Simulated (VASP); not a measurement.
# Pt (Fm-3m) in VASP: further runs

Pt is run at these levels: PBEsol; tasks: single point.

All numbers are computed with VASP 6.6.1; they aren't measurements. Logs are shortened: lines on timing, memory, paths and dates and some standing lists are left out, and cuts for length are marked.

## Step 1: The cell of the first run

Symmetry: Fm-3m, No. 225, cubic system. The conventional cell has a = 4.032 Å, b = 4.032 Å, c = 4.032 Å, α = 90.00°, β = 90.00°, γ = 90.00°. Within 3.8 Å of Pt (site symmetry m-3m) lie 12 Pt at 2.85 Å.

## Step 2: Single point, PBEsol, collinear spin (16.39 Å³/atom)

Contents of INCAR:

```
PREC     = Accurate       # precision mode
ENCUT    = 520            # plane-wave cutoff, eV
EDIFF    = 1E-7           # SCF threshold, eV
ISMEAR   = 0              # smearing method
SIGMA    = 0.15           # smearing width, eV
LREAL    = False          # projectors in reciprocal space
LASPH    = True           # aspherical terms in the spheres
NELM     = 150            # most SCF steps
ALGO     = Normal         # electronic algorithm
ISIF     = 2              # what is computed and relaxed
LWAVE    = False          # write WAVECAR
LCHARG   = False          # write CHGCAR
ISPIN    = 2              # spin polarisation
MAGMOM   = 0.35           # initial moments
LORBIT   = 11             # projections on sites
NUPDOWN  = 0.35           # fixed moment
LMAXMIX  = 4              # l up to which the mixer works
GGA      = PS             # functional
NBANDS   = 15             # bands
```

Contents of KPOINTS:

```
regular mesh
0
Gamma
  22 22 22
```

Contents of POSCAR:

```
Pt
1.0
    0.0000000000      2.0160787243      2.0160787243
    2.0160787243      0.0000000000      2.0160787243
    2.0160787243      2.0160787243      0.0000000000
Pt
1
Direct
    0.0000000000      0.0000000000      0.0000000000
```

Potentials or basis: VASP PAW PBE potentials, release 64 (Pt).

On the command line:

```
$ cat potpaw_PBE.64/Pt/POTCAR > POTCAR
$ mpirun -np 1 vasp_std > vasp.out
```

OUTCAR:

```text
PREC = Accurate
   ENCUT = 520
   EDIFF = 1E-7
   ISMEAR = 0
   LREAL = False
   LASPH = True
   NELM = 150
   ISIF = 2
   ISPIN = 2
   LORBIT = 11
   NUPDOWN = 0.35
   GGA = PS

 ion  position               nearest neighbor table
   1  0.000  0.000  0.000-

  LATTYP: Found a face centered cubic cell.
 ALAT       =     4.0321574486

  Lattice vectors:

 A1 = (   0.0000000000,   2.0160787243,   2.0160787243)
 A2 = (   2.0160787243,   0.0000000000,   2.0160787243)
 A3 = (   2.0160787243,   2.0160787243,   0.0000000000)

Analysis of symmetry for initial positions (statically):
=====================================================================
 Subroutine PRICEL returns:
 Original cell was already a primitive cell.

 Routine SETGRP: Setting up the symmetry group for a
 face centered cubic supercell.

 Subroutine GETGRP returns: Found 48 space group operations
 (whereof 48 operations were pure point group operations)
 out of a pool of 48 trial point group operations.

The static configuration has the point symmetry O_h .

Analysis of symmetry for dynamics (positions and initial velocities):
=====================================================================
 Subroutine PRICEL returns:
 Original cell was already a primitive cell.

 Routine SETGRP: Setting up the symmetry group for a
 face centered cubic supercell.

 Subroutine GETGRP returns: Found 48 space group operations
 (whereof 48 operations were pure point group operations)
 out of a pool of 48 trial point group operations.

The dynamic configuration has the point symmetry O_h .

Analysis of structural, dynamic, and magnetic symmetry:
=====================================================================
 Subroutine PRICEL returns:
 Original cell was already a primitive cell.

 Routine SETGRP: Setting up the symmetry group for a
 face centered cubic supercell.

 Subroutine GETGRP returns: Found 48 space group operations
 (whereof 48 operations were pure point group operations)
 out of a pool of 48 trial point group operations.

The overall configuration has the point symmetry O_h .

 Subroutine INISYM returns: Found 48 space group operations
 (whereof 48 operations are pure point group operations),
 and found     1 'primitive' translations

----------------------------------------------------------------------------------------

                                     Primitive cell

  volume of cell :      16.3890

  direct lattice vectors                    reciprocal lattice vectors
     0.000000000  2.016078724  2.016078724    -0.248006188  0.248006188  0.248006188
     2.016078724  0.000000000  2.016078724     0.248006188 -0.248006188  0.248006188
     2.016078724  2.016078724  0.000000000     0.248006188  0.248006188 -0.248006188

  length of vectors
     2.851165875  2.851165875  2.851165875     0.429559319  0.429559319  0.429559319

  position of ions in fractional coordinates (direct lattice)
     0.000000000  0.000000000  0.000000000

  ion indices of the primitive-cell ions
   primitive index   ion index
                 1           1

----------------------------------------------------------------------------------------

 KPOINTS: regular mesh

Automatic generation of k-mesh.
 Grid dimensions read from file:
 generate k-points for:   22   22   22

 Generating k-lattice:

  Cartesian coordinates                     Fractional coordinates (reciprocal lattice)
    -0.011273009  0.011273009  0.011273009     0.045454545  0.000000000  0.000000000
     0.011273009 -0.011273009  0.011273009     0.000000000  0.045454545  0.000000000
     0.011273009  0.011273009 -0.011273009     0.000000000  0.000000000  0.045454545

  Length of vectors
     0.019525424  0.019525424  0.019525424

  Shift w.r.t. Gamma in fractional coordinates (k-lattice)
     0.000000000  0.000000000  0.000000000

 Subroutine IBZKPT returns following result:
 ===========================================

 Found    328 irreducible k-points:

 Following reciprocal coordinates:
            Coordinates               Weight
  0.000000  0.000000  0.000000      1.000000
  0.045455  0.000000  0.000000      8.000000
  0.090909  0.000000  0.000000      8.000000
  0.136364  0.000000  0.000000      8.000000
  0.181818  0.000000  0.000000      8.000000
  0.227273  0.000000  0.000000      8.000000
[... 16 lines left out ...]
  0.500000  0.045455  0.000000     24.000000
 -0.454545  0.045455  0.000000     24.000000
 [... further k-points ...]
   k-points           NKPTS =    328   k-points in BZ     NKDIM =    328   number of bands    NBANDS=     15
   number of dos      NEDOS =    301   number of ions     NIONS =      1
   total plane-waves  NPLWV =  13824
   dimension x,y,z NGX =    24 NGY =   24 NGZ =   24
   dimension x,y,z NGXF=    48 NGYF=   48 NGZF=   48
   ions per type =               1
   NGX,Y,Z   is equivalent  to a cutoff of  13.99, 13.99, 13.99 a.u.
   NGXF,Y,Z  is equivalent  to a cutoff of  27.99, 27.99, 27.99 a.u.
 SYSTEM =  unknown system
   PREC   = accura    normal or accurate (medium, high low for compatibility)
   ISTART =      0    job   : 0-new  1-cont  2-samecut
   ICHARG =      2    charge: 1-file 2-atom 10-const
   ISPIN  =      2    spin polarized calculation?
   LNONCOLLINEAR =      F non collinear calculations
   LSORBIT =      F    spin-orbit coupling
   LASPH  =      T    aspherical Exc in radial PAW
   ENCUT  =  520.0 eV  38.22 Ry    6.18 a.u.   5.30  5.30  5.30*2*pi/ulx,y,z
   NELM   =    150;   NELMIN=  2; NELMDL= -5     # of ELM steps
   EDIFF  = 0.1E-06   stopping-criterion for ELM
   LREAL  =      F    real-space projection
   EDIFFG = 0.1E-05   stopping-criterion for IOM
   NSW    =      0    number of steps for IOM
   IBRION =     -1    ionic relax: 0-MD 1-quasi-New 2-CG
   NFREE  =      0    steps in history (QN), initial steepest desc. (CG)
   ISIF   =      2    stress and relaxation
   ISYM   =      2    0-nonsym 1-usesym 2-fastsym
   POTIM  = 0.5000    time-step for ionic-motion
   TEBEG  =    0.0;   TEEND  =   0.0 temperature during run
   PSTRESS=    0.0 pullay stress
   NELECT =      10.0000    total number of electrons
   NUPDOWN=       0.3500    fix difference up-down
   EMIN   =  10.00;   EMAX   =-10.00  energy-range for DOS
   EFERMI =   0.00;   METHOD = LEGACY
   ISMEAR =     0;   SIGMA  =   0.15  broadening in eV -4-tet -1-fermi 0-gaus
   EFERMI_NEDOS =   21; number of points for ismear=-14 and -15
   IALGO  =     38    algorithm
   IMIX   =      4    mixing-type and parameters
     AMIX     =   0.40;   BMIX     =  1.00
     AMIX_MAG =   1.60;   BMIX_MAG =  1.00
  volume/ion in A,a.u.               =      16.39       110.60
  Fermi-wavevector in a.u.,A,eV,Ry     =   1.388537  2.623954 26.232495  1.928034
  Thomas-Fermi vector in A             =   2.512653
   LORBIT       =     11    0 simple, 1 ext, 2 COOP (PROOUT), +10 PAW based schemes
   GGA     = PS    functional components
   LHFCALC =     F    Hartree Fock is set to
   AEXX    =    0.0000 exact exchange contribution
   IVDW    =     0    specifies the selected vdW correction
   LEPSILON=     F    determine dielectric tensor
   LRPA    =     F    only Hartree local field effects (RPA)
 spin polarized calculation
 Gauss-broadening in eV      SIGMA  =   0.15
  energy-cutoff  :      520.00
  volume of cell :       16.39
 maximum number of plane-waves:       459
 NGX is ok and might be reduce to    24
   NGX = 11   NGY = 11   NGZ = 11

 number of electron      10.0000000 magnetization       0.3500000

 number of electron       9.9999999 magnetization       0.3500000

 Free energy of the ion-electron system (eV)
  ---------------------------------------------------
  ext. energy  EPLUGINS =         0.00000000
  ---------------------------------------------------
  free energy    TOTEN  =        -6.87448248 eV

  energy without entropy =       -6.85484600  energy(sigma->0) =       -6.86466424

 E-fermi :   9.5299     XC(G=0): -13.1393

 val. band max:        9.6371905210   @ k =   0.4091   0.1364   0.0455
 cond. band min:       9.5301444602   @ k =   0.3636   0.2727   0.0909
 fundamental gap:     -0.1070460608
 Fermi energy:         9.6422114521

 spin component 1

 k-point     1 :       0.0000    0.0000    0.0000
  band No.  band energies     occupation
      1       0.1491      1.00000
      2       6.1271      1.00000
      3       6.1271      1.00000
      4       6.1271      1.00000
      5       8.0357      1.00000
      6       8.0357      1.00000
      7      24.3602      0.00000
      8      28.8497      0.00000
      9      28.8497      0.00000
     10      28.8497      0.00000
     11      33.8748      0.00000
     12      39.8689      0.00000
     13      39.8689      0.00000
     14      39.8689      0.00000
     15      40.9982      0.00000
[... 397 lines left out ...]
 k-point    24 :      -0.4545    0.0455    0.0000
  band No.  band energies     occupation
      1       3.0130      1.00000
      2       6.0654      1.00000
      3       6.1505      1.00000
      4       8.5576      1.00000
      5       9.3816      0.99300
      6      10.1263      0.00000
      7      14.8983      0.00000
      8      24.0267      0.00000
      9      27.5543      0.00000
     10      28.0007      0.00000
     11      36.2287      0.00000
     12      36.4834      0.00000
     13      37.7568      0.00000
     14      42.0516      0.00000
     15      42.2058      0.00000

 [... further k-points ...]

 spin component 2

 k-point     1 :       0.0000    0.0000    0.0000
  band No.  band energies     occupation
      1       0.2047      1.00000
      2       6.3645      1.00000
      3       6.3645      1.00000
      4       6.3645      1.00000
      5       8.2500      1.00000
      6       8.2500      1.00000
      7      24.3992      0.00000
      8      28.8848      0.00000
      9      28.8848      0.00000
     10      28.8848      0.00000
     11      33.8691      0.00000
     12      39.9454      0.00000
     13      39.9454      0.00000
     14      39.9454      0.00000
     15      41.2346      0.00000
[... 397 lines left out ...]
 k-point    24 :      -0.4545    0.0455    0.0000
  band No.  band energies     occupation
      1       3.1658      1.00000
      2       6.2715      1.00000
      3       6.3586      1.00000
      4       8.6764      1.00000
      5       9.6367      0.15702
      6      10.2972      0.00000
      7      15.0859      0.00000
      8      24.0510      0.00000
      9      27.6317      0.00000
     10      28.0781      0.00000
     11      36.2829      0.00000
     12      36.5381      0.00000
     13      37.8226      0.00000
     14      42.3117      0.00000
     15      42.4920      0.00000

 [... further k-points ...]
[... 5 lines left out ...]
  --------------------------------------------------------------------------------------
  -------------------------------------------------------------------------------------
  Total       -1.9863728     -1.9863728     -1.9863728      0.0000000     -0.0000000      0.0000000
  in kB     -194.1864369   -194.1864369   -194.1864369      0.0000000     -0.0000000      0.0000000
  external PRESSURE =    -194.1864369 kB  Pullay stress =       0.0000000 kB

 VOLUME and BASIS-vectors are now :
 -----------------------------------------------------------------------------
  energy-cutoff  :      520.00
  volume of cell :       16.39
      direct lattice vectors                 reciprocal lattice vectors
     0.000000000  2.016078724  2.016078724    -0.248006188  0.248006188  0.248006188
     2.016078724  0.000000000  2.016078724     0.248006188 -0.248006188  0.248006188
     2.016078724  2.016078724  0.000000000     0.248006188  0.248006188 -0.248006188

 POSITION                                       TOTAL-FORCE (eV/Angst)
 -----------------------------------------------------------------------------------
      0.00000      0.00000      0.00000         0.000000      0.000000      0.000000
 -----------------------------------------------------------------------------------
    total drift:                               -0.000000      0.000000     -0.000000

  FREE ENERGIE OF THE ION-ELECTRON SYSTEM (eV)
  ---------------------------------------------------
  free  energy   TOTEN  =        -6.8744824750 eV

  energy  without entropy=       -6.8548460044  energy(sigma->0) =       -6.86466424

 total charge

# of ion       s       p       d       tot
------------------------------------------
    1        0.591   0.516   7.974   9.081

 magnetization (x)

# of ion       s       p       d       tot
------------------------------------------
    1       -0.001  -0.005   0.354   0.349
```

Run time: 3.1 min. Hardware: 1 thread of Intel Xeon 8259CL, shared host; peak memory 0.24 GiB.

What came out:

* Free energy: -6.8745 eV
* Pressure: -19.4 GPa
* Net moment: 0.35 μB per cell
* Site moments: Pt +0.35 μB
* Valence electrons inside the program's atomic spheres: Pt 9.08

Caveat: the cell stands under tension; the PAW data sets were made with another functional, which shifts forces and pressure a little; spin-orbit coupling is left out, which moves the levels of the heavy elements; the total moment is fixed, so each spin has its own Fermi level.

## Step 3: Single point, PBEsol (12.33 Å³/atom)

This run uses another cell than the first one, of 12.33 Å³/atom.

Contents of INCAR:

```
PREC     = Accurate       # precision mode
ENCUT    = 520            # plane-wave cutoff, eV
EDIFF    = 1E-6           # SCF threshold, eV
ISMEAR   = 0              # smearing method
SIGMA    = 0.15           # smearing width, eV
LREAL    = False          # projectors in reciprocal space
LASPH    = True           # aspherical terms in the spheres
NELM     = 80             # most SCF steps
ALGO     = Fast           # electronic algorithm
ISIF     = 2              # what is computed and relaxed
LWAVE    = False          # write WAVECAR
LCHARG   = False          # write CHGCAR
GGA      = PS             # functional
NBANDS   = 11             # bands
```

KPOINTS is that of step 2.

Contents of POSCAR:

```
Pt
1.0
    0.0000000000      1.8335775616      1.8335775616
    1.8335775616      0.0000000000      1.8335775616
    1.8335775616      1.8335775616      0.0000000000
Pt
1
Direct
    0.0000000000      0.0000000000      0.0000000000
```

Potentials or basis: VASP PAW PBE potentials, release 64 (Pt).

On the command line:

```
$ cat potpaw_PBE.64/Pt/POTCAR > POTCAR
$ mpirun -np 1 vasp_std > vasp.out
```

It took 56 s on 1 thread of Intel Xeon 8259CL, shared host; peak memory 0.16 GiB.

It converged, with:

```
Free energy            : -6.3127 eV
Pressure               : 96.3 GPa
Band gap on the k mesh : zero (bands 5 and 6 overlap by 3.19 eV)
```

Levels at points of the mesh, in eV from the Fermi level:
```
           k point  band 2  band 3  band 4  band 5  band 6  band 7  band 8  band 9
(0.00, 0.00, 0.00)   -5.27   -5.27   -5.27   -2.25   -2.25   13.75   19.91   19.91
(0.50, 0.00, 0.00)   -5.39   -5.39   -1.40    0.10    0.10    7.58   13.39   20.18
(0.50, 0.50, 0.00)   -9.12    0.07    0.75    0.75    1.35   11.33   11.93   11.93
```

Caveat: the cell stands under pressure; the PAW data sets were made with another functional, which shifts forces and pressure a little; spin-orbit coupling is left out, which moves the levels of the heavy elements.
